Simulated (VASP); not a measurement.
# MgS (F-43m) in VASP: single point with HSE06

Aim: the single point of MgS with HSE06.

Program: VASP 6.6.1. These are calculated values, not measurements. Logs are shortened: lines on timing, memory, paths and dates and some standing lists are left out, and cuts for length are marked.

## 1. The cell of the first run

It takes space group F-43m (No. 216, cubic). The conventional cell has a = 5.652 Å, b = 5.652 Å, c = 5.652 Å, α = 90.00°, β = 90.00°, γ = 90.00°. Mg (site symmetry -43m) has 4 S at 2.45 Å within 3.2 Å. S (site symmetry -43m) has 4 Mg at 2.45 Å within 3.2 Å.

## 2. Single point, HSE06

POSCAR

```
MgS
1.0
    0.0000000000      2.8258920348      2.8258920348
    2.8258920348      0.0000000000      2.8258920348
    2.8258920348      2.8258920348      0.0000000000
Mg S
1 1
Direct
    0.0000000000      0.0000000000      0.0000000000
    0.2500000000      0.2500000000      0.2500000000
```

INCAR.step1

```
ALGO     = Normal         # electronic algorithm
EDIFF    = 1E-5           # SCF threshold, eV
ENCUT    = 520            # plane-wave cutoff, eV
GGA      = PE             # functional
GGA_COMPAT= F            
ISIF     = 2              # what is computed and relaxed
ISMEAR   = 0              # smearing method
LASPH    = T              # aspherical terms in the spheres
LCHARG   = F              # write CHGCAR
LREAL    = F              # projectors in reciprocal space
LWAVE    = T              # write WAVECAR
NBANDS   = 11             # bands
NELM     = 120            # most SCF steps
PREC     = Accurate       # precision mode
SIGMA    = 0.01           # smearing width, eV
```

INCAR.step2

```
ALGO     = Normal         # electronic algorithm
EDIFF    = 1E-6           # SCF threshold, eV
ENCUT    = 520            # plane-wave cutoff, eV
GGA      = PE             # functional
GGA_COMPAT= F            
HFSCREEN = 0.2079         # screening, 1/A
ISIF     = 2              # what is computed and relaxed
ISMEAR   = 0              # smearing method
ISTART   = 1            
LASPH    = T              # aspherical terms in the spheres
LCHARG   = F              # write CHGCAR
LHFCALC  = T              # exact exchange
LREAL    = F              # projectors in reciprocal space
LWAVE    = F              # write WAVECAR
NBANDS   = 11             # bands
NELM     = 120            # most SCF steps
PREC     = Accurate       # precision mode
PRECFOCK = Normal       
SIGMA    = 0.01           # smearing width, eV
```

KPOINTS

```
k-points
0
Gamma
  6 6 6
```

Potentials or basis: VASP PAW PBE potentials, release 64 (Mg, S).

Launch:

```console
$ cat potpaw_PBE.64/Mg/POTCAR potpaw_PBE.64/S/POTCAR > POTCAR
$ cp INCAR.step1 INCAR
$ mpirun -np 1 vasp_std > vasp.out
$ cp INCAR.step2 INCAR
$ mpirun -np 1 vasp_std > vasp.out
```

OUTCAR:

```text
EDIFF = 1E-6
   ENCUT = 520
   GGA = PE
   HFSCREEN = 0.2079
   ISIF = 2
   ISMEAR = 0
   ISTART = 1
   LASPH = T
   LHFCALC = T
   LREAL = F
   NELM = 120
   PREC = Accurate
   PRECFOCK = Normal

 ion  position               nearest neighbor table
   1  0.000  0.000  0.000-   2 2.45   2 2.45   2 2.45   2 2.45
   2  0.250  0.250  0.250-   1 2.45   1 2.45   1 2.45   1 2.45

  LATTYP: Found a face centered cubic cell.
 ALAT       =     5.6517840696

  Lattice vectors:

 A1 = (   0.0000000000,   2.8258920348,   2.8258920348)
 A2 = (   2.8258920348,   0.0000000000,   2.8258920348)
 A3 = (   2.8258920348,   2.8258920348,   0.0000000000)

Analysis of symmetry for initial positions (statically):
=====================================================================
 Subroutine PRICEL returns:
 Original cell was already a primitive cell.

 Routine SETGRP: Setting up the symmetry group for a
 face centered cubic supercell.

 Subroutine GETGRP returns: Found 24 space group operations
 (whereof 24 operations were pure point group operations)
 out of a pool of 48 trial point group operations.

The static configuration has the point symmetry T_d .

Analysis of symmetry for dynamics (positions and initial velocities):
=====================================================================
 Subroutine PRICEL returns:
 Original cell was already a primitive cell.

 Routine SETGRP: Setting up the symmetry group for a
 face centered cubic supercell.

 Subroutine GETGRP returns: Found 24 space group operations
 (whereof 24 operations were pure point group operations)
 out of a pool of 48 trial point group operations.

The dynamic configuration has the point symmetry T_d .

 Subroutine INISYM returns: Found 24 space group operations
 (whereof 24 operations are pure point group operations),
 and found     1 'primitive' translations

----------------------------------------------------------------------------------------

                                     Primitive cell

  volume of cell :      45.1333

  direct lattice vectors                    reciprocal lattice vectors
     0.000000000  2.825892035  2.825892035    -0.176935281  0.176935281  0.176935281
     2.825892035  0.000000000  2.825892035     0.176935281 -0.176935281  0.176935281
     2.825892035  2.825892035  0.000000000     0.176935281  0.176935281 -0.176935281

  length of vectors
     3.996414841  3.996414841  3.996414841     0.306460896  0.306460896  0.306460896

  position of ions in fractional coordinates (direct lattice)
     0.000000000  0.000000000  0.000000000
     0.250000000  0.250000000  0.250000000

  ion indices of the primitive-cell ions
   primitive index   ion index
                 1           1
                 2           2

----------------------------------------------------------------------------------------

 KPOINTS: k-points

Automatic generation of k-mesh.
 Grid dimensions read from file:
 generate k-points for:    6    6    6

 Generating k-lattice:

  Cartesian coordinates                     Fractional coordinates (reciprocal lattice)
    -0.029489213  0.029489213  0.029489213     0.166666667  0.000000000  0.000000000
     0.029489213 -0.029489213  0.029489213     0.000000000  0.166666667  0.000000000
     0.029489213  0.029489213 -0.029489213     0.000000000  0.000000000  0.166666667

  Length of vectors
     0.051076816  0.051076816  0.051076816

  Shift w.r.t. Gamma in fractional coordinates (k-lattice)
     0.000000000  0.000000000  0.000000000

 Subroutine IBZKPT returns following result:
 ===========================================

 Found     16 irreducible k-points:

 Following reciprocal coordinates:
            Coordinates               Weight
  0.000000  0.000000  0.000000      1.000000
  0.166667  0.000000  0.000000      8.000000
  0.333333  0.000000  0.000000      8.000000
  0.500000  0.000000  0.000000      4.000000
  0.166667  0.166667  0.000000      6.000000
  0.333333  0.166667  0.000000     24.000000
[... 8 lines left out ...]
 -0.333333  0.333333  0.166667     24.000000
 -0.333333  0.500000  0.166667     12.000000
   k-points           NKPTS =     16   k-points in BZ     NKDIM =    216   number of bands    NBANDS=     11
   number of dos      NEDOS =    301   number of ions     NIONS =      2
   total plane-waves  NPLWV =  27000
   dimension x,y,z NGX =    30 NGY =   30 NGZ =   30
   dimension x,y,z NGXF=    60 NGYF=   60 NGZF=   60
   ions per type =               1   1
   NGX,Y,Z   is equivalent  to a cutoff of  12.48, 12.48, 12.48 a.u.
   NGXF,Y,Z  is equivalent  to a cutoff of  24.96, 24.96, 24.96 a.u.
 SYSTEM =  unknown system
   PREC   = accura    normal or accurate (medium, high low for compatibility)
   ISTART =      1    job   : 0-new  1-cont  2-samecut
   ICHARG =      0    charge: 1-file 2-atom 10-const
   ISPIN  =      1    spin polarized calculation?
   LNONCOLLINEAR =      F non collinear calculations
   LSORBIT =      F    spin-orbit coupling
   LASPH  =      T    aspherical Exc in radial PAW
   ENCUT  =  520.0 eV  38.22 Ry    6.18 a.u.   7.43  7.43  7.43*2*pi/ulx,y,z
   NELM   =    120;   NELMIN=  2; NELMDL=  0     # of ELM steps
   EDIFF  = 0.1E-05   stopping-criterion for ELM
   LREAL  =      F    real-space projection
   EDIFFG = 0.1E-04   stopping-criterion for IOM
   NSW    =      0    number of steps for IOM
   IBRION =     -1    ionic relax: 0-MD 1-quasi-New 2-CG
   NFREE  =      0    steps in history (QN), initial steepest desc. (CG)
   ISIF   =      2    stress and relaxation
   ISYM   =      3    0-nonsym 1-usesym 2-fastsym
   POTIM  = 0.5000    time-step for ionic-motion
   TEBEG  =    0.0;   TEEND  =   0.0 temperature during run
   PSTRESS=    0.0 pullay stress
   NELECT =       8.0000    total number of electrons
   NUPDOWN=      -1.0000    fix difference up-down
   EMIN   =  10.00;   EMAX   =-10.00  energy-range for DOS
   EFERMI =   0.00;   METHOD = LEGACY
   ISMEAR =     0;   SIGMA  =   0.01  broadening in eV -4-tet -1-fermi 0-gaus
   EFERMI_NEDOS =   21; number of points for ismear=-14 and -15
   IALGO  =     38    algorithm
   IMIX   =      1    mixing-type and parameters
     AMIX     =   0.40;   BMIX     =  1.00
     AMIX_MAG =   1.60;   BMIX_MAG =  1.00
  volume/ion in A,a.u.               =      22.57       152.29
  Fermi-wavevector in a.u.,A,eV,Ry     =   0.919615  1.737820 11.506329  0.845691
  Thomas-Fermi vector in A             =   2.044828
   LORBIT       =      0    0 simple, 1 ext, 2 COOP (PROOUT), +10 PAW based schemes
   GGA     = PE    functional components
   LHFCALC =     T    Hartree Fock is set to
   PRECFOCK=normal    Normal, Fast or Accurate (Low or Medium for compatibility)
   ENCUT4O =  -1.0   cutoff for four orbital integrals eV
   NKREDX  =     1    reduce k-point grid by
   NKREDY  =     1    reduce k-point grid by
   NKREDZ  =     1    reduce k-point grid by
   AEXX    =    0.2500 exact exchange contribution
   HFSCREEN=    0.2079 screening length (either q_TF or 0.3 A-1)
   HFSCREENC=   0.2079 screening length for correlation (either q_TF or 0.3 A-1)
   ENCUTFOCK=  -1.0 apply spherical cutoff to Coloumb kernel
   IVDW    =     0    specifies the selected vdW correction
   LEPSILON=     F    determine dielectric tensor
   LRPA    =     F    only Hartree local field effects (RPA)
 non-spin polarized calculation
 Gauss-broadening in eV      SIGMA  =   0.01
  energy-cutoff  :      520.00
  volume of cell :       45.13
 maximum number of plane-waves:      1243
 NGX is ok and might be reduce to    30
  NGX = 24; NGY = 24; NGZ = 24

 number of electron       8.0000001 magnetization

 Free energy of the ion-electron system (eV)
  ---------------------------------------------------
  ext. energy  EPLUGINS =         0.00000000
  ---------------------------------------------------
  free energy    TOTEN  =        -9.84565316 eV

  energy without entropy =       -9.84565316  energy(sigma->0) =       -9.84565316

 E-fermi :   0.4312     XC(G=0):  -7.0359

 val. band max:        0.3630509447   @ k =   0.0000   0.0000   0.0000
 cond. band min:       4.9025114544   @ k =   0.0000   0.0000   0.0000
 fundamental gap:      4.5394605097
 Fermi energy:         0.4312142598

 k-point     1 :       0.0000    0.0000    0.0000
  band No.  band energies     occupation
      1     -12.0791      2.00000
      2       0.3631      2.00000
      3       0.3631      2.00000
      4       0.3631      2.00000
      5       4.9025      0.00000
      6       9.5623      0.00000
      7       9.5623      0.00000
      8       9.5623      0.00000
      9      12.5740      0.00000
     10      12.5740      0.00000
     11      15.4544      0.00000

 k-point     2 :       0.1667    0.0000    0.0000
  band No.  band energies     occupation
      1     -11.9108      2.00000
      2      -0.7601      2.00000
      3       0.2648      2.00000
      4       0.2648      2.00000
      5       5.9293      0.00000
      6       9.3011      0.00000
      7       9.8305      0.00000
      8       9.8305      0.00000
      9      11.9306      0.00000
     10      11.9306      0.00000
     11      14.4321      0.00000

 k-point     3 :       0.3333    0.0000    0.0000
  band No.  band energies     occupation
      1     -11.5342      2.00000
      2      -2.3665      2.00000
      3       0.0849      2.00000
      4       0.0849      2.00000
      5       6.6419      0.00000
      6       9.5129      0.00000
      7       9.5129      0.00000
      8       9.8108      0.00000
      9      12.9633      0.00000
     10      12.9633      0.00000
     11      13.7997      0.00000
[... 155 lines left out ...]
 k-point    15 :      -0.3333    0.3333    0.1667
  band No.  band energies     occupation
      1     -11.1313      2.00000
      2      -2.4014      2.00000
      3      -1.4431      2.00000
      4      -0.6063      2.00000
      5       7.2028      0.00000
      6       8.6176      0.00000
      7      10.0947      0.00000
      8      10.9739      0.00000
      9      13.0278      0.00000
     10      14.9098      0.00000
     11      16.2443      0.00000

 k-point    16 :      -0.3333    0.5000    0.1667
  band No.  band energies     occupation
      1     -11.0666      2.00000
      2      -2.3655      2.00000
      3      -1.3338      2.00000
      4      -0.9968      2.00000
      5       6.3654      0.00000
      6       8.3983      0.00000
      7      11.0827      0.00000
      8      11.1413      0.00000
      9      14.4315      0.00000
     10      15.7470      0.00000
     11      15.8571      0.00000

------------------------ aborting loop because EDIFF is reached ----------------------------------------

  FORCE on cell =-STRESS in cart. coord.  units (eV):
  Direction    XX          YY          ZZ          XY          YZ          ZX
  --------------------------------------------------------------------------------------
  -------------------------------------------------------------------------------------
  Total        0.0519003      0.0519003      0.0519003     -0.0000000      0.0000000      0.0000000
  in kB        1.8424005      1.8424005      1.8424005     -0.0000000      0.0000000      0.0000000
  external PRESSURE =       1.8424005 kB  Pullay stress =       0.0000000 kB

 VOLUME and BASIS-vectors are now :
 -----------------------------------------------------------------------------
  energy-cutoff  :      520.00
  volume of cell :       45.13
      direct lattice vectors                 reciprocal lattice vectors
     0.000000000  2.825892035  2.825892035    -0.176935281  0.176935281  0.176935281
     2.825892035  0.000000000  2.825892035     0.176935281 -0.176935281  0.176935281
     2.825892035  2.825892035  0.000000000     0.176935281  0.176935281 -0.176935281

 POSITION                                       TOTAL-FORCE (eV/Angst)
 -----------------------------------------------------------------------------------
      0.00000      0.00000      0.00000         0.000000      0.000000      0.000000
      1.41295      1.41295      1.41295        -0.000000     -0.000000     -0.000000
 -----------------------------------------------------------------------------------
    total drift:                                0.000000     -0.000001     -0.000000

  FREE ENERGIE OF THE ION-ELECTRON SYSTEM (eV)
  ---------------------------------------------------
  free  energy   TOTEN  =        -9.8456531611 eV

  energy  without entropy=       -9.8456531611  energy(sigma->0) =       -9.84565316
```

Run time: 21 min. Hardware: 1 thread of Oxide Virtual Turin-like, shared host; peak memory 0.26 GiB.

Results:

```
Free energy            : -9.8457 eV
Pressure               : 0.2 GPa
Band gap on the k mesh : 4.54 eV
```

Caveat: the PAW data sets were made with another functional, which shifts forces and pressure a little.
